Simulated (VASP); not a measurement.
# Au (P6_3/mmc) in VASP: notebook

The runs below take Au through single point, with revPBE.

Everything below comes from runs of VASP 6.6.1. Logs are shortened: lines on timing, memory, paths and dates and some standing lists are left out, and cuts for length are marked.

### 1 The cell of the first run

It takes space group P6_3/mmc (No. 194, hexagonal). Conventional cell: a = 2.937 Å, b = 2.937 Å, c = 9.830 Å, α = 90.00°, β = 90.00°, γ = 120.00°. Au (site symmetry -3m) has 12 Au at 2.94 to 2.99 Å within 3.9 Å. Au (site symmetry -6m2) has 12 Au at 2.94 to 2.99 Å within 3.9 Å.

This isn't the form of Au at room conditions, which is fcc.

### 2 Single point, revPBE

The input, INCAR:

```
SYSTEM = Au
PREC = Accurate
ENCUT = 520
EDIFF = 1E-6
ISMEAR = -1
SIGMA = 0.1
LREAL = .FALSE.
LASPH = .TRUE.
NELM = 80
ALGO = Normal
ISIF = 2
LWAVE = .FALSE.
LCHARG = .FALSE.
GGA = RE
NBANDS = 30
```

The input, KPOINTS:

```
Automatic mesh
0
G
  13 13 4
  0 0 0
```

The input, POSCAR:

```
Au
1.0
    2.9371707011      0.0000000000      0.0000000000
   -1.4685853505      2.5436644424      0.0000000000
    0.0000000000      0.0000000000      9.8298515015
Au
4
Direct
    0.0000000000      1.0000000000      1.0000000000
    0.0000000000      1.0000000000      0.5000000000
    0.3333333333      0.6666666667      0.2500000000
    0.6666666667      0.3333333333      0.7500000000
```

Potentials or basis: VASP PAW PBE potentials, release 64 (Au).

Command:

```sh
> cat potpaw_PBE.64/Au/POTCAR > POTCAR
> mpirun -np 1 vasp_std > vasp.out
```

OUTCAR:

```text
SYSTEM = Au
   PREC = Accurate
   ENCUT = 520
   EDIFF = 1E-6
   ISMEAR = -1
   LREAL = .FALSE.
   LASPH = .TRUE.
   NELM = 80
   ISIF = 2
   GGA = RE

 ion  position               nearest neighbor table
   1  0.000  0.000  0.000-   3 2.99   4 2.99   3 2.99   4 2.99   4 2.99   3 2.99
   2  0.000  0.000  0.500-   3 2.99   4 2.99   3 2.99   4 2.99   4 2.99   3 2.99
   3  0.333  0.667  0.250-   1 2.99   2 2.99   1 2.99   2 2.99   1 2.99   2 2.99
   4  0.667  0.333  0.750-   1 2.99   2 2.99   1 2.99   2 2.99   1 2.99   2 2.99

  LATTYP: Found a hexagonal cell.
 ALAT       =     2.9371707011
 C/A-ratio  =     3.3467075978

  Lattice vectors:

 A1 = (   2.9371707011,   0.0000000000,   0.0000000000)
 A2 = (  -1.4685853505,   2.5436644424,   0.0000000000)
 A3 = (   0.0000000000,   0.0000000000,   9.8298515015)

Analysis of symmetry for initial positions (statically):
=====================================================================
 Subroutine PRICEL returns:
 Original cell was already a primitive cell.

 Routine SETGRP: Setting up the symmetry group for a
 hexagonal supercell.

 Subroutine GETGRP returns: Found 24 space group operations
 (whereof 12 operations were pure point group operations)
 out of a pool of 24 trial point group operations.

The static configuration has the point symmetry D_3d.
 The point group associated with its full space group is D_6h.

Analysis of symmetry for dynamics (positions and initial velocities):
=====================================================================
 Subroutine PRICEL returns:
 Original cell was already a primitive cell.

 Routine SETGRP: Setting up the symmetry group for a
 hexagonal supercell.

 Subroutine GETGRP returns: Found 24 space group operations
 (whereof 12 operations were pure point group operations)
 out of a pool of 24 trial point group operations.

The dynamic configuration has the point symmetry D_3d.
 The point group associated with its full space group is D_6h.

 Subroutine INISYM returns: Found 24 space group operations
 (whereof 12 operations are pure point group operations),
 and found     1 'primitive' translations

----------------------------------------------------------------------------------------

                                     Primitive cell

  volume of cell :      73.4406

  direct lattice vectors                    reciprocal lattice vectors
     2.937170701  0.000000000  0.000000000     0.340463698  0.196566808  0.000000000
    -1.468585350  2.543664442  0.000000000     0.000000000  0.393133616  0.000000000
     0.000000000  0.000000000  9.829851502     0.000000000  0.000000000  0.101730937

  length of vectors
     2.937170701  2.937170701  9.829851502     0.393133616  0.393133616  0.101730937

  position of ions in fractional coordinates (direct lattice)
     0.000000000  0.000000000  0.000000000
     0.000000000  0.000000000  0.500000000
     0.333333333  0.666666667  0.250000000
     0.666666667  0.333333333  0.750000000

  ion indices of the primitive-cell ions
   primitive index   ion index
                 1           1
                 2           2
                 3           3
                 4           4

----------------------------------------------------------------------------------------

 KPOINTS: Automatic mesh

Automatic generation of k-mesh.
 Grid dimensions read from file:
 generate k-points for:   13   13    4

 Generating k-lattice:

  Cartesian coordinates                     Fractional coordinates (reciprocal lattice)
     0.026189515  0.015120524  0.000000000     0.076923077  0.000000000  0.000000000
     0.000000000  0.030241047  0.000000000     0.000000000  0.076923077  0.000000000
     0.000000000  0.000000000  0.025432734     0.000000000  0.000000000  0.250000000

  Length of vectors
     0.030241047  0.030241047  0.025432734

  Shift w.r.t. Gamma in fractional coordinates (k-lattice)
     0.000000000  0.000000000  0.000000000

 Subroutine IBZKPT returns following result:
 ===========================================

 Found     63 irreducible k-points:

 Following reciprocal coordinates:
            Coordinates               Weight
  0.000000  0.000000  0.000000      1.000000
  0.076923  0.000000  0.000000      6.000000
  0.153846 -0.000000  0.000000      6.000000
  0.230769  0.000000  0.000000      6.000000
  0.307692 -0.000000  0.000000      6.000000
  0.384615 -0.000000  0.000000      6.000000
[... 16 lines left out ...]
  0.076923  0.000000  0.250000     12.000000
  0.153846 -0.000000  0.250000     12.000000
 [... further k-points ...]
   k-points           NKPTS =     63   k-points in BZ     NKDIM =     63   number of bands    NBANDS=     30
   number of dos      NEDOS =    301   number of ions     NIONS =      4
   total plane-waves  NPLWV =  46080
   dimension x,y,z NGX =    24 NGY =   24 NGZ =   80
   dimension x,y,z NGXF=    48 NGYF=   48 NGZF=  160
   ions per type =               4
[... 48 lines left out ...]
   NGX = 11   NGY = 11   NGZ = 37

 number of electron      43.9999994 magnetization

 Free energy of the ion-electron system (eV)
  ---------------------------------------------------
  ext. energy  EPLUGINS =         0.00000000
  ---------------------------------------------------
  free energy    TOTEN  =       -10.96230618 eV

  energy without entropy =      -10.92455896  energy(sigma->0) =      -10.94343257

 E-fermi :   8.3849     XC(G=0): -12.2058

 val. band max:        8.3742491646   @ k =   0.0769   0.0000   0.0000
 cond. band min:       8.3996278950   @ k =   0.3846   0.0769   0.0000
 fundamental gap:      0.0253787304
 Fermi energy:         8.3848609831

 k-point     1 :       0.0000    0.0000    0.0000
  band No.  band energies     occupation
      1      -0.7082      2.00000
      2       0.8986      2.00000
      3       0.9008      2.00000
      4       1.6334      2.00000
      5       3.9091      2.00000
      6       3.9127      2.00000
[... 22 lines left out ...]
     29      22.8156      0.00000
     30      23.7978      0.00000

 k-point     2 :       0.0769    0.0000    0.0000
  band No.  band energies     occupation
      1      -0.5329      2.00000
      2       1.0652      2.00000
      3       1.0674      2.00000
      4       1.7764      2.00000
      5       3.7383      2.00000
      6       3.8307      2.00000
[... 22 lines left out ...]
     29      22.9475      0.00000
     30      23.6385      0.00000

 k-point     3 :       0.1538   -0.0000    0.0000
  band No.  band energies     occupation
      1      -0.0289      2.00000
      2       1.5135      2.00000
      3       1.5156      2.00000
      4       2.1510      2.00000
      5       3.4436      2.00000
      6       3.6123      2.00000
[... 22 lines left out ...]
     29      22.4437      0.00000
     30      22.4711      0.00000

 k-point     4 :       0.2308    0.0000    0.0000
  band No.  band energies     occupation
      1       0.7177      2.00000
      2       2.0050      2.00000
      3       2.0058      2.00000
      4       2.5206      2.00000
      5       3.2213      2.00000
      6       3.3575      2.00000
[... 22 lines left out ...]
     29      20.5046      0.00000
     30      20.6339      0.00000

 k-point     5 :       0.3077   -0.0000    0.0000
  band No.  band energies     occupation
      1       1.4635      2.00000
      2       2.1396      2.00000
      3       2.1962      2.00000
      4       2.5340      2.00000
      5       3.0853      2.00000
      6       3.0864      2.00000
[... 22 lines left out ...]
     29      20.0555      0.00000
     30      20.3840      0.00000
[... 526 lines left out ...]
     29      14.5062      0.00000
     30      16.2771      0.00000

 k-point    22 :       0.0000    0.0000    0.2500
  band No.  band energies     occupation
      1      -0.5865      2.00000
      2       0.3004      2.00000
      3       1.3597      2.00000
      4       1.6258      2.00000
      5       3.7810      2.00000
      6       3.8804      2.00000
[... 22 lines left out ...]
     29      22.9503      0.00000
     30      23.3302      0.00000

 k-point    23 :       0.0769    0.0000    0.2500
  band No.  band energies     occupation
      1      -0.4126      2.00000
      2       0.4675      2.00000
      3       1.5249      2.00000
      4       1.7721      2.00000
      5       3.7134      2.00000
      6       3.8561      2.00000
[... 22 lines left out ...]
     29      23.0407      0.00000
     30      23.3389      0.00000

 k-point    24 :       0.1538   -0.0000    0.2500
  band No.  band energies     occupation
      1       0.0856      2.00000
      2       0.9286      2.00000
      3       1.9656      2.00000
      4       2.1566      2.00000
      5       3.5520      2.00000
      6       3.6210      2.00000
[... 22 lines left out ...]
     29      21.9442      0.00000
     30      23.0505      0.00000

 [... further k-points ...]

------------------------ aborting loop because EDIFF is reached ----------------------------------------

  FORCE on cell =-STRESS in cart. coord.  units (eV):
  Direction    XX          YY          ZZ          XY          YZ          ZX
  --------------------------------------------------------------------------------------
  -------------------------------------------------------------------------------------
  Total       -0.1033276     -0.1033276     -0.0977520     -0.0000000      0.0000000     -0.0000000
  in kB       -2.2541925     -2.2541925     -2.1325552     -0.0000000      0.0000000     -0.0000000
  external PRESSURE =      -2.2136468 kB  Pullay stress =       0.0000000 kB

 VOLUME and BASIS-vectors are now :
 -----------------------------------------------------------------------------
  energy-cutoff  :      520.00
  volume of cell :       73.44
      direct lattice vectors                 reciprocal lattice vectors
     2.937170701  0.000000000  0.000000000     0.340463698  0.196566808  0.000000000
    -1.468585350  2.543664442  0.000000000     0.000000000  0.393133616  0.000000000
     0.000000000  0.000000000  9.829851502     0.000000000  0.000000000  0.101730937

 POSITION                                       TOTAL-FORCE (eV/Angst)
 -----------------------------------------------------------------------------------
      0.00000      0.00000      0.00000        -0.000000      0.000000     -0.000000
      0.00000      0.00000      4.91493        -0.000000      0.000000     -0.000000
     -0.00000      1.69578      2.45746         0.000000     -0.000000      0.000000
      1.46859      0.84789      7.37239        -0.000000      0.000000      0.000000
 -----------------------------------------------------------------------------------
    total drift:                               -0.000000      0.000000     -0.000000

  FREE ENERGIE OF THE ION-ELECTRON SYSTEM (eV)
  ---------------------------------------------------
  free  energy   TOTEN  =       -10.9623061771 eV

  energy  without entropy=      -10.9245589630  energy(sigma->0) =      -10.94343257
```

Run time: 76 s. Hardware: 1 thread of Intel Xeon Platinum 8488C (Sapphire Rapids), shared host; peak memory 0.26 GiB.

Results:

* Free energy: -10.9623 eV
* Pressure: -0.2 GPa
* Band gap on the k mesh: zero (bands 22 and 23 overlap by 5.04 eV)

Levels at points of the mesh, in eV from the Fermi level:
```tsv
k point	band 19	band 20	band 21	band 22	band 23	band 24	band 25	band 26
(0.00, 0.00, 0.00)	-2.81	-2.57	-2.57	-2.07	-2.07	-0.78	2.36	10.16
(0.00, 0.00, 0.50)	-2.92	-2.92	-2.27	-2.27	-2.27	-2.27	5.48	5.48
```

Caveat: the PAW data sets were made with another functional, which shifts forces and pressure a little; spin-orbit coupling is left out, which moves the levels of the heavy elements.

### 3 Single point, revPBE (16.16 Å³/atom)

This run uses another cell than the first one, of 16.16 Å³/atom.

The input, INCAR:

```
PREC = Accurate ; ENCUT = 520
EDIFF = 1E-6 ; ISMEAR = -1
SIGMA = 0.1 ; LREAL = F
LASPH = T ; NELM = 80
ALGO = Normal ; ISIF = 2
LWAVE = F ; LCHARG = T
GGA = RE ; LELF = T
LVHAR = T ; NBANDS = 30
```

The input, KPOINTS:

```
Automatic mesh
0
Gamma
  14 14 4
```

The input, POSCAR:

```
Au
1.0
    2.8146436042      0.0000000000      0.0000000000
   -1.4073218021      2.4375528638      0.0000000000
    0.0000000000      0.0000000000      9.4197891353
Au
4
Direct
    0.0000000000      1.0000000000      1.0000000000
    0.0000000000      1.0000000000      0.5000000000
    0.3333333333      0.6666666667      0.2500000000
    0.6666666667      0.3333333333      0.7500000000
```

Potentials or basis: VASP PAW PBE potentials, release 64 (Au).

Command:

```sh
> cat potpaw_PBE.64/Au/POTCAR > POTCAR
> mpirun -np 1 vasp_std > vasp.out
```

Run time: 78 s. Hardware: 1 thread of Intel Xeon Platinum 8488C (Sapphire Rapids), shared host; peak memory 0.25 GiB.

It converged, with:

```
Free energy            : -10.3934 eV
Pressure               : 23.1 GPa
Band gap on the k mesh : zero (bands 22 and 23 overlap by 5.18 eV)
```

Stress tensor (GPa, compression positive):
```
23.83  0.00  0.00
 0.00 23.83  0.00
 0.00  0.00 21.77
```

Levels at points of the mesh, in eV from the Fermi level:
```tsv
k point	band 18	band 19	band 20	band 21	band 22	band 23	band 24	band 25	band 26	band 27
(0.00, 0.00, 0.00)	-3.09	-3.09	-2.79	-2.79	-2.16	-2.16	-1.38	3.02	10.97	11.10
(0.50, 0.00, 0.00)	-1.79	-1.77	-1.73	-0.74	0.09	1.22	1.53	4.01	4.19	6.28
(0.00, 0.00, 0.50)	-3.38	-3.38	-3.38	-2.42	-2.42	-2.42	-2.42	6.17	6.17	14.17
(0.50, 0.00, 0.50)	-1.91	-1.75	-1.75	0.26	0.26	1.32	1.32	4.42	4.42	5.86
```

Caveat: the cell stands under pressure; the PAW data sets were made with another functional, which shifts forces and pressure a little; spin-orbit coupling is left out, which moves the levels of the heavy elements.

### 4 Single point, revPBE (16.89 Å³/atom)

This run uses another cell than the first one, of 16.89 Å³/atom.

The input, INCAR:

```
ALGO = Normal
EDIFF = 1E-6
ENCUT = 520
GGA = RE
ISIF = 2
ISMEAR = -1
LASPH = T
LCHARG = F
LREAL = F
LWAVE = F
NBANDS = 30
NELM = 80
PREC = Accurate
SIGMA = 0.1
```

The input, KPOINTS:

```
k-points
0
Gamma
  14 14 4
```

The input, POSCAR:

```
Au
1.0
    2.8566594046      0.0000000000      0.0000000000
   -1.4283297023      2.4739396143      0.0000000000
    0.0000000000      0.0000000000      9.5604037338
Au
4
Direct
    0.0000000000      1.0000000000      1.0000000000
    0.0000000000      1.0000000000      0.5000000000
    0.3333333333      0.6666666667      0.2500000000
    0.6666666667      0.3333333333      0.7500000000
```

Command:

```sh
> cat potpaw_PBE.64/Au/POTCAR > POTCAR
> mpirun -np 1 vasp_std > vasp.out
```

It took 69 s on 1 thread of Intel Xeon Platinum 8488C (Sapphire Rapids), shared host; peak memory 0.25 GiB.

The run converged. Its results:

* Free energy: -10.7247 eV
* Pressure: 13.2 GPa
* Band gap on the k mesh: zero (bands 22 and 23 overlap by 5.00 eV)

Stress tensor (GPa, compression positive):
```
13.67  0.00  0.00
 0.00 13.67  0.00
 0.00  0.00 12.13
```

Levels at points of the mesh, in eV from the Fermi level:
| k point | band 19 | band 20 | band 21 | band 22 | band 23 | band 24 | band 25 | band 26 |
| --- | --- | --- | --- | --- | --- | --- | --- | --- |
| (0.00, 0.00, 0.00) | -2.96 | -2.69 | -2.69 | -2.10 | -2.10 | -1.14 | 2.81 | 10.71 |
| (0.50, 0.00, 0.00) | -1.75 | -1.71 | -0.54 | 0.26 | 1.17 | 1.48 | 3.77 | 3.97 |
| (0.00, 0.00, 0.50) | -3.23 | -3.23 | -2.34 | -2.34 | -2.34 | -2.34 | 5.94 | 5.94 |
| (0.50, 0.00, 0.50) | -1.73 | -1.73 | 0.31 | 0.31 | 1.32 | 1.32 | 4.25 | 4.25 |

Caveat: the cell stands under pressure; the PAW data sets were made with another functional, which shifts forces and pressure a little; spin-orbit coupling is left out, which moves the levels of the heavy elements.

### 5 Single point, revPBE (17.63 Å³/atom)

This run uses another cell than the first one, of 17.63 Å³/atom.

The input, INCAR:

```
SYSTEM = Au
PREC = Accurate
ENCUT = 520
EDIFF = 1E-7
ISMEAR = -1
SIGMA = 0.1
LREAL = .False.
LASPH = .True.
NELM = 80
ALGO = Normal
ISIF = 2
LWAVE = .False.
LCHARG = .False.
GGA = RE
NBANDS = 30
```

The input, KPOINTS:

```
regular mesh
0
Gamma
  14 14 4
  0 0 0
```

The input, POSCAR:

```
Au
1.0
    2.8974743390      0.0000000000      0.0000000000
   -1.4487371695      2.5092863844      0.0000000000
    0.0000000000      0.0000000000      9.6969993848
Au
4
Direct
    0.0000000000      1.0000000000      1.0000000000
    0.0000000000      1.0000000000      0.5000000000
    0.3333333333      0.6666666667      0.2500000000
    0.6666666667      0.3333333333      0.7500000000
```

Command:

```sh
> cat potpaw_PBE.64/Au/POTCAR > POTCAR
> mpirun -np 1 vasp_std > vasp.out
```

Run time: 72 s. Hardware: 1 thread of Intel Xeon Platinum 8488C (Sapphire Rapids), shared host; peak memory 0.26 GiB.

The run converged. Its results:

* Free energy: -10.8959 eV
* Pressure: 5.6 GPa
* Band gap on the k mesh: zero (bands 22 and 23 overlap by 4.82 eV)

Stress tensor (GPa, compression positive):
```
5.95 0.00 0.00
0.00 5.95 0.00
0.00 0.00 4.85
```

Levels at points of the mesh, in eV from the Fermi level:
```csv
k point,band 20,band 21,band 22,band 23,band 24,band 25
"(0.00, 0.00, 0.00)",-2.60,-2.60,-2.06,-2.06,-0.92,2.60
"(0.50, 0.00, 0.00)",-1.69,-0.37,0.41,1.13,1.43,3.55
"(0.00, 0.00, 0.50)",-3.06,-2.27,-2.27,-2.27,-2.27,5.73
"(0.50, 0.00, 0.50)",-1.71,0.35,0.35,1.30,1.30,4.09
```

Caveat: the cell stands under pressure; the PAW data sets were made with another functional, which shifts forces and pressure a little; spin-orbit coupling is left out, which moves the levels of the heavy elements.

### 6 Overview

```csv
cell,k mesh,gap on the mesh (eV),pressure (GPa)
"a = 2.937, b = 2.937, c = 9.830 Å, angles 90.0, 90.0, 120.0°, 4 atoms",13 × 13 × 4,none,-0.2
"a = 2.815, b = 2.815, c = 9.420 Å, angles 90.0, 90.0, 120.0°, 4 atoms",14 × 14 × 4,none,23.1
"a = 2.857, b = 2.857, c = 9.560 Å, angles 90.0, 90.0, 120.0°, 4 atoms",14 × 14 × 4,none,13.2
"a = 2.897, b = 2.897, c = 9.697 Å, angles 90.0, 90.0, 120.0°, 4 atoms",14 × 14 × 4,none,5.6
```

Alike in all rows: task single point; level revPBE; potentials or basis VASP PAW PBE potentials, release 64 (Au); no spin polarisation; cutoff (eV) 520; smearing fermi-dirac 0.1 eV.

Caveats: the PAW data sets were made with another functional, which shifts forces and pressure a little; spin-orbit coupling is left out, which moves the levels of the heavy elements; the cell stands under pressure (at least some runs).

Absolute energies hang on the potentials; compare differences alone.
